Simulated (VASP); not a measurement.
As:

```
As
1.0
     1.88080    1.08588    3.51406
    -1.88080    1.08588    3.51406
     0.00000   -2.17176    3.51406
As
2
Direct
  0.77400 0.77400 0.77400
  0.22600 0.22600 0.22600
```

| Property | Result |
| --- | --- |
| Program | VASP 6.6.1 |
| Task | relaxation of cell and atoms |
| Functional | PBEsol |
| Potentials or basis | VASP PAW PBE potentials, release 64 (As) |
| Cutoff | 600 eV |
| k mesh | 7 × 7 × 7 |
| Occupations | methfessel-paxton, width 0.05 eV |
| Spin | no spin polarisation |

At the start: pressure 0.6 GPa; volume 21.53 Å³/atom.

**Question.** How do energy, volume and symmetry change on relaxing?

**Answer.** Over 10 steps the energy falls by 12.2 meV/atom and the volume is 20.92 Å³/atom (-2.8 %); space group R-3m (No. 166, to 0.1 Å) before and after.

Step by step:
```tsv
step	energy change (eV)	largest force (eV/Å)	pressure (GPa)	volume (Å³)
1	0.0000	0.4017	0.60	43.06
2	-0.0075	0.0013	-1.37	43.57
3	-0.0077	0.0567	-1.09	43.49
4	-0.0150	0.0036	-0.60	42.82
5	-0.0200	0.0648	0.22	41.92
6	-0.0202	0.0798	0.43	41.73
7	-0.0238	0.0625	0.20	41.56
8	-0.0238	0.0621	0.19	41.55
9	-0.0243	0.0259	-0.03	41.77
10	-0.0243	0.0149	-0.09	41.83
```

Final structure:
```xyz
2
Lattice="1.8980 1.0958 3.3523 -1.8980 1.0958 3.3523 0.0000 -2.1916 3.3523" Properties=species:S:1:pos:R:3 pbc="T T T"
As    0.0000    0.0000    7.7407
As    0.0000    0.0000    2.3162
```

Caveat: the PAW data sets were made with another functional, which shifts forces and pressure a little.
